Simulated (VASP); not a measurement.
A run of VASP 6.6.1:

Contents of INCAR:

```
SYSTEM = PbO2
PREC = Accurate
ENCUT = 520
EDIFF = 1E-6
ISMEAR = -1
SIGMA = 0.05
LREAL = .False.
LASPH = .True.
NELM = 80
ALGO = Normal
ISIF = 2
LWAVE = .False.
LCHARG = .False.
GGA = PE
NBANDS = 35
```

The input KPOINTS:

```
Automatic mesh
0
Gamma
  5 5 7
  0 0 0
```

The input POSCAR:

```
PbO2
1.0
    4.7951614752      0.0000000000      0.0000000000
    0.0000000000      4.7951614752      0.0000000000
    0.0000000000      0.0000000000      3.4090009600
Pb O
2 4
Direct
    0.5000000000      0.5000000000      0.5000000000
    0.0000000000      0.0000000000      0.0000000000
    0.6925710400      0.6925710400      0.0000000000
    0.8074289600      0.1925710400      0.5000000000
    0.1925710400      0.8074289600      0.5000000000
    0.3074289600      0.3074289600      0.0000000000
```

Potentials or basis: VASP PAW PBE potentials, release 64 (Pb_d, O).

Command:

```sh
$ cat potpaw_PBE.64/Pb_d/POTCAR potpaw_PBE.64/O/POTCAR > POTCAR
$ mpirun -np 1 vasp_std > vasp.out
```

Hardware: 1 thread of Intel Xeon 8259CL, on a shared host.

Problem. How long does it take, and how much memory?

Solution. Wall time 94 s on 1 thread of Intel Xeon 8259CL, with other jobs on the host, peak memory 0.21 GiB. Counts: scf iterations 14, k points 24.
